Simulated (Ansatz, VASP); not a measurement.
This is a calculation of Sc for Ansatz 0.2.0.

input.yaml

```yaml
crystal:
  lattice:
    - [0.0, 2.2897402526, 2.2897402526]
    - [2.2897402526, 0.0, 2.2897402526]
    - [2.2897402526, 2.2897402526, 0.0]
  atoms:
    - { symbol: Sc, position: [0.0, 0.0, 0.0] }
kpoints:
  mp_grid: { grid: [10, 10, 10] }
scf:
  occupations: { method: fermi_dirac, width: 0.05 }
hamiltonian:
  xc: pbe
  pseudopotentials: { kind: all_electron, lapw: { basis_error: 0.0005 } }
output:
  forces: true
  stress: true
  eigenvalues: true
```

Potentials or basis: all-electron LAPW, scalar-relativistic.

Launch:

```sh
$ ansatz run input.yaml --threads 1 --pin off --max-ram 2560MiB --backend cpu --events-out ev --progress --plain --runs-dir out
```

Question: Translate it to VASP 6.6.1. Potentials there: VASP PAW PBE potentials, release 64 (Sc_sv).

Answer: As run (the cutoff follows the program's own potentials):

The input INCAR:

```
SYSTEM = Sc
PREC     = Accurate       ! precision mode
ENCUT    = 520            ! plane-wave cutoff, eV
EDIFF    = 1E-6           ! SCF threshold, eV
ISMEAR   = -1             ! smearing method
SIGMA    = 0.05           ! smearing width, eV
LREAL    = .FALSE.        ! projectors in reciprocal space
LASPH    = .TRUE.         ! aspherical terms in the spheres
NELM     = 80             ! most SCF steps
ALGO     = Fast           ! electronic algorithm
ISIF     = 2              ! what is computed and relaxed
LWAVE    = .FALSE.        ! write WAVECAR
LCHARG   = .FALSE.        ! write CHGCAR
GGA      = PE             ! functional
NBANDS   = 12             ! bands
```

File KPOINTS:

```
regular mesh
0
G
  10 10 10
  0 0 0
```

File POSCAR:

```
Sc
1.0
    0.0000000000      2.2897402526      2.2897402526
    2.2897402526      0.0000000000      2.2897402526
    2.2897402526      2.2897402526      0.0000000000
Sc
1
Direct
    0.0000000000      0.0000000000      0.0000000000
```

Potentials or basis: VASP PAW PBE potentials, release 64 (Sc_sv).

Run with:

```bash
$ cat potpaw_PBE.64/Sc_sv/POTCAR > POTCAR
$ mpirun -np 1 vasp_std > vasp.out
```

Both were run:

|  | VASP | Ansatz | Ansatz less VASP |
| --- | --- | --- | --- |
| gap on the k mesh at the Fermi level (eV) | none | none | - |
| pressure (GPa) | 1.4 | 1.5 | +0.04 |

A gap of «none» marks a metal or a gap that the smearing closes. Ansatz ran all-electron here, and VASP with PAW potentials.
